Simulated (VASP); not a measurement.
# O (Fmmm) in VASP: a series of runs

Runs on O. Level: PBE. Tasks: electric field gradients.

Everything below comes from runs of VASP 6.6.1. Logs are shortened: lines on timing, memory, paths and dates and some standing lists are left out, and cuts for length are marked.

## Step 1: The cell of the first run

Symmetry: Fmmm, No. 69, orthorhombic system. The conventional cell has a = 2.957 Å, b = 4.215 Å, c = 6.690 Å, α = 90.00°, β = 90.00°, γ = 90.00°. Within 1.6 Å of O (site symmetry mm2) lie 1 O at 1.17 Å.

## Step 2: Electric field gradients, PBE

The input, INCAR:

```
SYSTEM = O
PREC = Accurate
ENCUT = 520
EDIFF = 1E-8
ISMEAR = -1
SIGMA = 0.03
LREAL = .FALSE.
LASPH = .TRUE.
NELM = 100
ALGO = Normal
ISIF = 2
LWAVE = .FALSE.
LCHARG = .FALSE.
GGA = PE
LEFG = .TRUE.
NBANDS = 13
```

The input, KPOINTS:

```
Automatic mesh
0
G
  12 12 12
  0 0 0
```

The input, POSCAR:

```
O
1.0
    0.0000000000      2.1075500000      3.3448500000
    1.4783500000      0.0000000000      3.3448500000
    1.4783500000      2.1075500000      0.0000000000
O
2
Direct
    0.0871000000      0.0871000000      0.9129000000
    0.9129000000      0.9129000000      0.0871000000
```

Potentials or basis: VASP PAW PBE potentials, release 64 (O).

The run is started by

```bash
cat potpaw_PBE.64/O/POTCAR > POTCAR
mpirun -np 1 vasp_std > vasp.out
```

OUTCAR:

```text
SYSTEM = O
   PREC = Accurate
   ENCUT = 520
   EDIFF = 1E-8
   ISMEAR = -1
   LREAL = .FALSE.
   LASPH = .TRUE.
   NELM = 100
   ISIF = 2
   GGA = PE

 ion  position               nearest neighbor table
   1  0.087  0.087  0.913-   2 1.17
   2  0.913  0.913  0.087-   1 1.17

  LATTYP: Found a face centered orthorhombic cell.
 ALAT       =     2.9567000000
 B/A-ratio  =     1.4256096324
 C/A-ratio  =     2.2625562282

  Lattice vectors:

 A1 = (   0.0000000000,   2.1075500000,   3.3448500000)
 A2 = (   1.4783500000,   0.0000000000,   3.3448500000)
 A3 = (   1.4783500000,   2.1075500000,   0.0000000000)

Analysis of symmetry for initial positions (statically):
=====================================================================
 Subroutine PRICEL returns:
 Original cell was already a primitive cell.

 Routine SETGRP: Setting up the symmetry group for a
 face centered orthorhombic supercell.

 Subroutine GETGRP returns: Found  8 space group operations
 (whereof  8 operations were pure point group operations)
 out of a pool of  8 trial point group operations.

The static configuration has the point symmetry D_2h.

Analysis of symmetry for dynamics (positions and initial velocities):
=====================================================================
 Subroutine PRICEL returns:
 Original cell was already a primitive cell.

 Routine SETGRP: Setting up the symmetry group for a
 face centered orthorhombic supercell.

 Subroutine GETGRP returns: Found  8 space group operations
 (whereof  8 operations were pure point group operations)
 out of a pool of  8 trial point group operations.

The dynamic configuration has the point symmetry D_2h.

 Subroutine INISYM returns: Found  8 space group operations
 (whereof  8 operations are pure point group operations),
 and found     1 'primitive' translations

----------------------------------------------------------------------------------------

                                     Primitive cell

  volume of cell :      20.8431

  direct lattice vectors                    reciprocal lattice vectors
     0.000000000  2.107550000  3.344850000    -0.338214902  0.237242296  0.149483534
     1.478350000  0.000000000  3.344850000     0.338214902 -0.237242296  0.149483534
     1.478350000  2.107550000  0.000000000     0.338214902  0.237242296 -0.149483534

  length of vectors
     3.953452735  3.656985131  2.574351515     0.439338769  0.439338769  0.439338769

  position of ions in fractional coordinates (direct lattice)
     0.087100000  0.087100000  0.912900000
     0.912900000  0.912900000  0.087100000

  ion indices of the primitive-cell ions
   primitive index   ion index
                 1           1
                 2           2

----------------------------------------------------------------------------------------

 KPOINTS: Automatic mesh

Automatic generation of k-mesh.
 Grid dimensions read from file:
 generate k-points for:   12   12   12

 Generating k-lattice:

  Cartesian coordinates                     Fractional coordinates (reciprocal lattice)
    -0.028184575  0.019770191  0.012456961     0.083333333  0.000000000  0.000000000
     0.028184575 -0.019770191  0.012456961     0.000000000  0.083333333  0.000000000
     0.028184575  0.019770191 -0.012456961    -0.000000000 -0.000000000  0.083333333

  Length of vectors
     0.036611564  0.036611564  0.036611564

  Shift w.r.t. Gamma in fractional coordinates (k-lattice)
     0.000000000  0.000000000  0.000000000

 Subroutine IBZKPT returns following result:
 ===========================================

 Found    280 irreducible k-points:

 Following reciprocal coordinates:
            Coordinates               Weight
  0.000000  0.000000  0.000000      1.000000
  0.083333 -0.000000 -0.000000      8.000000
  0.166667  0.000000  0.000000      8.000000
  0.250000  0.000000  0.000000      8.000000
  0.333333 -0.000000  0.000000      8.000000
  0.416667  0.000000  0.000000      8.000000
[... 16 lines left out ...]
  0.500000  0.166667  0.000000      8.000000
 -0.416667  0.166667  0.000000      8.000000
 [... further k-points ...]
   k-points           NKPTS =    280   k-points in BZ     NKDIM =    280   number of bands    NBANDS=     13
   number of dos      NEDOS =    301   number of ions     NIONS =      2
   total plane-waves  NPLWV =  16800
   dimension x,y,z NGX =    30 NGY =   28 NGZ =   20
   dimension x,y,z NGXF=    60 NGYF=   56 NGZF=   40
   ions per type =               2
   NGX,Y,Z   is equivalent  to a cutoff of  12.62, 12.73, 12.92 a.u.
   NGXF,Y,Z  is equivalent  to a cutoff of  25.23, 25.46, 25.83 a.u.
 SYSTEM =  O
   PREC   = accura    normal or accurate (medium, high low for compatibility)
   ISTART =      0    job   : 0-new  1-cont  2-samecut
   ICHARG =      2    charge: 1-file 2-atom 10-const
   ISPIN  =      1    spin polarized calculation?
   LNONCOLLINEAR =      F non collinear calculations
   LSORBIT =      F    spin-orbit coupling
   LASPH  =      T    aspherical Exc in radial PAW
   ENCUT  =  520.0 eV  38.22 Ry    6.18 a.u.   7.35  6.80  4.79*2*pi/ulx,y,z
   NELM   =    100;   NELMIN=  2; NELMDL= -5     # of ELM steps
   EDIFF  = 0.1E-07   stopping-criterion for ELM
   LREAL  =      F    real-space projection
   EDIFFG = 0.1E-06   stopping-criterion for IOM
   NSW    =      0    number of steps for IOM
   IBRION =     -1    ionic relax: 0-MD 1-quasi-New 2-CG
   NFREE  =      0    steps in history (QN), initial steepest desc. (CG)
   ISIF   =      2    stress and relaxation
   ISYM   =      2    0-nonsym 1-usesym 2-fastsym
   POTIM  = 0.5000    time-step for ionic-motion
   TEBEG  =    0.0;   TEEND  =   0.0 temperature during run
   PSTRESS=    0.0 pullay stress
   NELECT =      12.0000    total number of electrons
   NUPDOWN=      -1.0000    fix difference up-down
   EMIN   =  10.00;   EMAX   =-10.00  energy-range for DOS
   EFERMI =   0.00;   METHOD = LEGACY
   ISMEAR =    -1;   SIGMA  =   0.03  broadening in eV -4-tet -1-fermi 0-gaus
   EFERMI_NEDOS =   21; number of points for ismear=-14 and -15
   IALGO  =     38    algorithm
   IMIX   =      4    mixing-type and parameters
     AMIX     =   0.40;   BMIX     =  1.00
     AMIX_MAG =   1.60;   BMIX_MAG =  1.00
  volume/ion in A,a.u.               =      10.42        70.33
  Fermi-wavevector in a.u.,A,eV,Ry     =   1.361909  2.573634 25.236021  1.854795
  Thomas-Fermi vector in A             =   2.488444
   LORBIT       =      0    0 simple, 1 ext, 2 COOP (PROOUT), +10 PAW based schemes
   GGA     = PE    functional components
[... 5 lines left out ...]
 non-spin polarized calculation
  energy-cutoff  :      520.00
  volume of cell :       20.84
 maximum number of plane-waves:       582
 NGX is ok and might be reduce to    30
   NGX = 15   NGY = 13   NGZ =  9

 number of electron      12.0000001 magnetization

 Free energy of the ion-electron system (eV)
  ---------------------------------------------------
  ext. energy  EPLUGINS =         0.00000000
  ---------------------------------------------------
  free energy    TOTEN  =        -9.31388278 eV

  energy without entropy =       -9.30993975  energy(sigma->0) =       -9.31191126

 E-fermi :   1.4532     XC(G=0):  -9.9065

 val. band max:        1.4492615796   @ k =   0.4167   0.1667   0.1667
 cond. band min:       1.4724006294   @ k =  -0.1667  -0.0000   0.0833
 fundamental gap:      0.0231390498
 Fermi energy:         1.4532017934

 k-point     1 :       0.0000    0.0000    0.0000
  band No.  band energies     occupation
      1     -27.4026      2.00000
      2     -12.5525      2.00000
      3      -8.2020      2.00000
      4      -5.1773      2.00000
      5      -4.8599      2.00000
      6       2.0343      0.00000
      7       2.5974      0.00000
      8      10.8536      0.00000
      9      13.6199      0.00000
     10      16.9020      0.00000
     11      21.2628      0.00000
     12      22.2350      0.00000
     13      26.5837      0.00000

 k-point     2 :       0.0833   -0.0000   -0.0000
  band No.  band energies     occupation
      1     -27.3692      2.00000
      2     -12.5580      2.00000
      3      -8.1288      2.00000
      4      -5.2813      2.00000
      5      -4.9350      2.00000
      6       1.9362      0.00000
      7       2.5240      0.00000
      8      11.0834      0.00000
      9      13.6321      0.00000
     10      16.8420      0.00000
     11      21.5960      0.00000
[... 339 lines left out ...]
 k-point    24 :      -0.4167    0.1667    0.0000
  band No.  band energies     occupation
      1     -26.9026      2.00000
      2     -12.7087      2.00000
      3      -7.9198      2.00000
      4      -6.1312      2.00000
      5      -5.2130      2.00000
      6       0.2117      2.00000
      7       2.3888      0.00000
      8      12.0034      0.00000
      9      15.3538      0.00000
     10      16.3726      0.00000
     11      18.0749      0.00000
     12      21.3937      0.00000
     13      26.3976      0.00000

 [... further k-points ...]
[... 5 lines left out ...]
  --------------------------------------------------------------------------------------
  -------------------------------------------------------------------------------------
  Total       -0.1673023     -0.7950022      8.0553376      0.0000000      0.0000000      0.0000000
  in kB      -12.8602913    -61.1106826    619.2022616      0.0000000      0.0000000      0.0000000
  external PRESSURE =     181.7437626 kB  Pullay stress =       0.0000000 kB

 VOLUME and BASIS-vectors are now :
 -----------------------------------------------------------------------------
  energy-cutoff  :      520.00
  volume of cell :       20.84
      direct lattice vectors                 reciprocal lattice vectors
     0.000000000  2.107550000  3.344850000    -0.338214902  0.237242296  0.149483534
     1.478350000  0.000000000  3.344850000     0.338214902 -0.237242296  0.149483534
     1.478350000  2.107550000  0.000000000     0.338214902  0.237242296 -0.149483534

 POSITION                                       TOTAL-FORCE (eV/Angst)
 -----------------------------------------------------------------------------------
      1.47835      2.10755      0.58267         0.000000      0.000000      5.744771
      1.47835      2.10755      6.10703         0.000000      0.000000     -5.744771
 -----------------------------------------------------------------------------------
    total drift:                                0.000000      0.000000      0.000000

  FREE ENERGIE OF THE ION-ELECTRON SYSTEM (eV)
  ---------------------------------------------------
  free  energy   TOTEN  =        -9.3138827820 eV

  energy  without entropy=       -9.3099397464  energy(sigma->0) =       -9.31191126

 Electric field gradients (V/A^2)
---------------------------------------------------------------------
 ion       V_xx      V_yy      V_zz      V_xy      V_xz      V_yz
---------------------------------------------------------------------
   1     -62.544   -50.852   113.395    -0.000     0.003     0.002
   2     -62.544   -50.852   113.395    -0.000     0.003     0.002
---------------------------------------------------------------------

 Electric field gradients after diagonalization (V/A^2)
 (convention: |V_zz| > |V_xx| > |V_yy|)
----------------------------------------------------------------------
 ion       V_xx      V_yy      V_zz     asymmetry (V_yy - V_xx)/ V_zz
----------------------------------------------------------------------
   1     -62.544   -50.852   113.395       0.103
   2     -62.544   -50.852   113.395       0.103
----------------------------------------------------------------------

           NMR quadrupolar parameters

 Cq : quadrupolar parameter    Cq=e*Q*V_zz/h
 eta: asymmetry parameters     (V_yy - V_xx)/ V_zz
 Q  : nuclear electric quadrupole moment in mb (millibarn)
----------------------------------------------------------------------
 ion       Cq(MHz)       eta       Q (mb)
----------------------------------------------------------------------
   1       0.274       0.103       1.000
   2       0.274       0.103       1.000
----------------------------------------------------------------------
```

Wall time 56 s (1 thread of AMD EPYC 9R45 (Zen 5), shared host); peak memory 0.14 GiB.

Results:

* Free energy: -9.3139 eV
* Pressure: 18.2 GPa
* Largest force: 5.745 eV/Å
* Band gap on the k mesh: zero (band 6 reaches 2.58 eV, above the bottom of band 7 at 0.82 eV)

Forces in eV/Å, atoms in the order of the input:
```
O    0.000  0.000  5.745
O    0.000  0.000 -5.745
```

Stress tensor (GPa, compression positive):
```
-1.29  0.00  0.00
 0.00 -6.11  0.00
 0.00  0.00 61.92
```

Electric field gradients, principal values (V/Å²):
```csv
atom,least,middle,greatest (by size)
1 O,-50.852,-62.544,113.395
2 O,-50.852,-62.544,113.395
```

Caveat: the standard files for N, O and F lose accuracy on very short bonds; spin is off for a triplet molecule; without QUAD_EFG the Cq values of the log hold for a quadrupole moment of 1 mb, not for the nuclei; forces of over 1 eV/Å act on the atoms, so gaps and moduli don't describe the material at rest.

(Part 1 of 3 ends here.)
